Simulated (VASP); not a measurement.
# CdS (CsCl type) (Pm-3m) in VASP: relaxation of cell and atoms with PBE

Aim: the relaxation of cell and atoms of CdS (CsCl type) with PBE.

Program: VASP 6.6.1. These are calculated values, not measurements. Logs are shortened: lines on timing, memory, paths and dates and some standing lists are left out, and cuts for length are marked.

## (1) The cell of the first run

Symmetry: Pm-3m, No. 221, cubic system. Conventional cell: a = 3.015 Å, b = 3.015 Å, c = 3.015 Å, α = 90.00°, β = 90.00°, γ = 90.00°. Cd (site symmetry m-3m) has 8 S at 2.61 Å and 6 Cd at 3.02 Å within 3.4 Å. S (site symmetry m-3m) has 8 Cd at 2.61 Å and 6 S at 3.02 Å within 3.4 Å.

## (2) Relaxation of cell and atoms, PBE

Contents of INCAR:

```
SYSTEM = CdS
ALGO = Normal
EDIFF = 1E-7
EDIFFG = -0.005
ENCUT = 500
GGA = PE
GGA_COMPAT = .FALSE.
IBRION = 2
ISIF = 3
ISMEAR = -1
LASPH = .TRUE.
LCHARG = .FALSE.
LREAL = .FALSE.
LWAVE = .FALSE.
NELM = 120
NELMIN = 4
NSW = 60
PREC = Accurate
SIGMA = 0.05
```

Contents of KPOINTS:

```
k-points
0
G
  14 14 14
  0 0 0
```

Contents of POSCAR:

```
CdS
1.0
    3.0150239690      0.0000000000      0.0000000000
    0.0000000000      3.0150239690      0.0000000000
    0.0000000000      0.0000000000      3.0150239690
Cd S
1 1
Direct
    0.0000000000      0.0000000000      0.0000000000
    0.5000000000      0.5000000000      0.5000000000
```

Potentials or basis: VASP PAW PBE potentials, release 64 (Cd, S).

On the command line:

```
cat potpaw_PBE.64/Cd/POTCAR potpaw_PBE.64/S/POTCAR > POTCAR
mpirun -np 1 vasp_std > vasp.out
```

OUTCAR:

```text
SYSTEM = CdS
   EDIFF = 1E-7
   EDIFFG = -0.005
   ENCUT = 500
   GGA = PE
   IBRION = 2
   ISIF = 3
   ISMEAR = -1
   LASPH = .TRUE.
   LREAL = .FALSE.
   NELM = 120
   NELMIN = 4
   NSW = 60
   PREC = Accurate

 ion  position               nearest neighbor table
   1  0.000  0.000  0.000-   2 2.61   2 2.61   2 2.61   2 2.61   2 2.61   2 2.61   2 2.61   2 2.61

   2  0.500  0.500  0.500-   1 2.61   1 2.61   1 2.61   1 2.61   1 2.61   1 2.61   1 2.61   1 2.61

  LATTYP: Found a simple cubic cell.
 ALAT       =     3.0150239690

  Lattice vectors:

 A1 = (   3.0150239690,   0.0000000000,   0.0000000000)
 A2 = (   0.0000000000,   3.0150239690,   0.0000000000)
 A3 = (   0.0000000000,   0.0000000000,   3.0150239690)

Analysis of symmetry for initial positions (statically):
=====================================================================
 Subroutine PRICEL returns:
 Original cell was already a primitive cell.

 Routine SETGRP: Setting up the symmetry group for a
 simple cubic supercell.

 Subroutine GETGRP returns: Found 48 space group operations
 (whereof 48 operations were pure point group operations)
 out of a pool of 48 trial point group operations.

The static configuration has the point symmetry O_h .

Analysis of symmetry for dynamics (positions and initial velocities):
=====================================================================
 Subroutine PRICEL returns:
 Original cell was already a primitive cell.

 Routine SETGRP: Setting up the symmetry group for a
 simple cubic supercell.

 Subroutine GETGRP returns: Found 48 space group operations
 (whereof 48 operations were pure point group operations)
 out of a pool of 48 trial point group operations.

The dynamic configuration has the point symmetry O_h .

 Subroutine INISYM returns: Found 48 space group operations
 (whereof 48 operations are pure point group operations),
 and found     1 'primitive' translations

----------------------------------------------------------------------------------------

                                     Primitive cell

  volume of cell :      27.4077

  direct lattice vectors                    reciprocal lattice vectors
     3.015023969  0.000000000  0.000000000     0.331672322  0.000000000  0.000000000
     0.000000000  3.015023969  0.000000000     0.000000000  0.331672322  0.000000000
     0.000000000  0.000000000  3.015023969     0.000000000  0.000000000  0.331672322

  length of vectors
     3.015023969  3.015023969  3.015023969     0.331672322  0.331672322  0.331672322

[... 66 lines left out ...]
   dimension x,y,z NGXF=    48 NGYF=   48 NGZF=   48
   ions per type =               1   1
   NGX,Y,Z   is equivalent  to a cutoff of  13.23, 13.23, 13.23 a.u.
   NGXF,Y,Z  is equivalent  to a cutoff of  26.47, 26.47, 26.47 a.u.
 SYSTEM =  CdS
   PREC   = accura    normal or accurate (medium, high low for compatibility)
   ISTART =      0    job   : 0-new  1-cont  2-samecut
   ICHARG =      2    charge: 1-file 2-atom 10-const
   ISPIN  =      1    spin polarized calculation?
   LNONCOLLINEAR =      F non collinear calculations
   LSORBIT =      F    spin-orbit coupling
   LASPH  =      T    aspherical Exc in radial PAW
   ENCUT  =  500.0 eV  36.75 Ry    6.06 a.u.   5.50  5.50  5.50*2*pi/ulx,y,z
   NELM   =    120;   NELMIN=  4; NELMDL= -5     # of ELM steps
   EDIFF  = 0.1E-06   stopping-criterion for ELM
   LREAL  =      F    real-space projection
   EDIFFG = -.5E-02   stopping-criterion for IOM
   NSW    =     60    number of steps for IOM
   IBRION =      2    ionic relax: 0-MD 1-quasi-New 2-CG
   NFREE  =      1    steps in history (QN), initial steepest desc. (CG)
   ISIF   =      3    stress and relaxation
   ISYM   =      2    0-nonsym 1-usesym 2-fastsym
   POTIM  = 0.5000    time-step for ionic-motion
   TEBEG  =    0.0;   TEEND  =   0.0 temperature during run
   PSTRESS=    0.0 pullay stress
   NELECT =      18.0000    total number of electrons
   NUPDOWN=      -1.0000    fix difference up-down
   EMIN   =  10.00;   EMAX   =-10.00  energy-range for DOS
   EFERMI =   0.00;   METHOD = LEGACY
   ISMEAR =    -1;   SIGMA  =   0.05  broadening in eV -4-tet -1-fermi 0-gaus
   EFERMI_NEDOS =   21; number of points for ismear=-14 and -15
   IALGO  =     38    algorithm
   IMIX   =      4    mixing-type and parameters
     AMIX     =   0.40;   BMIX     =  1.00
     AMIX_MAG =   1.60;   BMIX_MAG =  1.00
  volume/ion in A,a.u.               =      13.70        92.48
  Fermi-wavevector in a.u.,A,eV,Ry     =   1.423011  2.689101 27.551254  2.024960
  Thomas-Fermi vector in A             =   2.543654
   LORBIT       =      0    0 simple, 1 ext, 2 COOP (PROOUT), +10 PAW based schemes
   GGA     = PE    functional components
   LHFCALC =     F    Hartree Fock is set to
   AEXX    =    0.0000 exact exchange contribution
   IVDW    =     0    specifies the selected vdW correction
   LEPSILON=     F    determine dielectric tensor
   LRPA    =     F    only Hartree local field effects (RPA)
 conjugate gradient relaxation of ions
 non-spin polarized calculation
  energy-cutoff  :      500.00
  volume of cell :       27.41
 maximum number of plane-waves:       739
 NGX is ok and might be reduce to    24
   NGX = 11   NGY = 11   NGZ = 11

--------------------------------------- Ionic step        1  -------------------------------------------

 number of electron      18.0000004 magnetization

 Free energy of the ion-electron system (eV)
  ---------------------------------------------------
  ext. energy  EPLUGINS =         0.00000000
  ---------------------------------------------------
  free energy    TOTEN  =        -3.16037632 eV

  energy without entropy =       -3.15259504  energy(sigma->0) =       -3.15648568

 E-fermi :   8.1391     XC(G=0): -12.6748

 val. band max:        8.0784887072   @ k =   0.3571   0.2143   0.0000
 cond. band min:       8.1406969865   @ k =   0.3571   0.2857   0.0000
 fundamental gap:      0.0622082792
 Fermi energy:         8.1390797242
[... 878 lines left out ...]
  FREE ENERGIE OF THE ION-ELECTRON SYSTEM (eV)
  ---------------------------------------------------
  free  energy   TOTEN  =        -4.8465064152 eV

  energy  without entropy=       -4.8359071833  energy(sigma->0) =       -4.84120680

[... ionic steps 4 to 18 ...]

--------------------------------------- Ionic step       19  -------------------------------------------

 number of electron      18.0000017 magnetization

------------------------ aborting loop because EDIFF is reached ----------------------------------------
[... 67 lines left out ...]
--------------------------------------- Ionic step       21  -------------------------------------------

 number of electron      18.0000017 magnetization

 Free energy of the ion-electron system (eV)
  ---------------------------------------------------
  ext. energy  EPLUGINS =         0.00000000
  ---------------------------------------------------
  free energy    TOTEN  =        -4.84677529 eV

  energy without entropy =       -4.83622747  energy(sigma->0) =       -4.84150138

 E-fermi :   3.8172     XC(G=0): -10.7270

 val. band max:        3.8012198491   @ k =   0.4286   0.1429   0.0000
 cond. band min:       3.8226973937   @ k =   0.4286   0.2143   0.0000
 fundamental gap:      0.0214775446
 Fermi energy:         3.8172386190
[... 413 lines left out ...]
  FREE ENERGIE OF THE ION-ELECTRON SYSTEM (eV)
  ---------------------------------------------------
  free  energy   TOTEN  =        -4.8467752893 eV

  energy  without entropy=       -4.8362274735  energy(sigma->0) =       -4.84150138

 reached required accuracy - stopping structural energy minimisation
```

It took 1.9 min on 1 thread of Intel Xeon Platinum 8559C (Emerald Rapids), shared host; peak memory 0.17 GiB.

What came out:

- Free energy: -4.8468 eV
- Relaxed volume: 19.76 Å³/atom
- Relaxed cell: a = 3.406 Å, b = 3.406 Å, c = 3.406 Å, α = 90.00°, β = 90.00°, γ = 90.00°
- Space group after relaxing (to 0.05 Å): Pm-3m (No. 221)
- Energy gained by relaxing: 843.2 meV/atom
- Ionic steps: 21
- Pressure after relaxing: 0.0 GPa
- Band gap on the k mesh: zero (band 9 reaches 3.88 eV, above the bottom of band 10 at 2.84 eV)

The path:
```
step  energy change (eV)  largest force (eV/Å)  pressure (GPa)  volume (Å³)
   1              0.0000                0.0000           62.83        27.41
   2             -1.0056                0.0000          -10.20        54.73
   3             -1.6861                0.0000           -0.39        39.75
   4             -1.6864                0.0000            0.11        39.47
   5             -1.6864                0.0000            0.11        39.47
   6             -1.6864                0.0000            0.11        39.47
   7             -1.6864                0.0000            0.11        39.47
   8             -1.6864                0.0000            0.11        39.47
   9             -1.6864                0.0000            0.11        39.47
  10             -1.6864                0.0000            0.11        39.47
  11             -1.6864                0.0000            0.11        39.47
  12             -1.6864                0.0000            0.11        39.47
  13             -1.6864                0.0000            0.11        39.47
  14             -1.6864                0.0000            0.11        39.47
  15             -1.6864                0.0000            0.11        39.47
  16             -1.6864                0.0000            0.11        39.47
  17             -1.6864                0.0000            0.11        39.47
  18             -1.6864                0.0000            0.10        39.48
  19             -1.6864                0.0000            0.09        39.48
  20             -1.6864                0.0000            0.07        39.49
  21             -1.6864                0.0000            0.03        39.52
```

Final structure:
```cif
data_structure
_symmetry_space_group_name_H-M 'P 1'
_symmetry_Int_Tables_number 1
_cell_length_a 3.4061
_cell_length_b 3.4061
_cell_length_c 3.4061
_cell_angle_alpha 90.000
_cell_angle_beta 90.000
_cell_angle_gamma 90.000
_cell_volume 39.52
loop_
_atom_site_label
_atom_site_type_symbol
_atom_site_fract_x
_atom_site_fract_y
_atom_site_fract_z
_atom_site_occupancy
Cd1 Cd 0.00000 0.00000 0.00000 1
S1 S 0.50000 0.50000 0.50000 1
```

Levels at points of the mesh, in eV from the Fermi level:
```
           k point  band 6  band 7  band 8  band 9  band 10  band 11  band 12  band 13
(0.00, 0.00, 0.00)   -8.13   -1.16   -1.16   -1.16    -0.98     6.67     6.67    11.66
(0.50, 0.00, 0.00)   -8.10   -5.82    0.03    0.03     3.34     4.43     7.30     7.37
(0.50, 0.50, 0.00)   -7.78   -4.34   -4.34   -0.93     0.07     7.65     7.65     8.73
(0.50, 0.50, 0.50)   -7.92   -1.98   -1.98   -1.98     1.84     1.84     1.84     2.82
```

Caveat: the volume moved by over 15 % at a fixed basis, so the end points are rough.
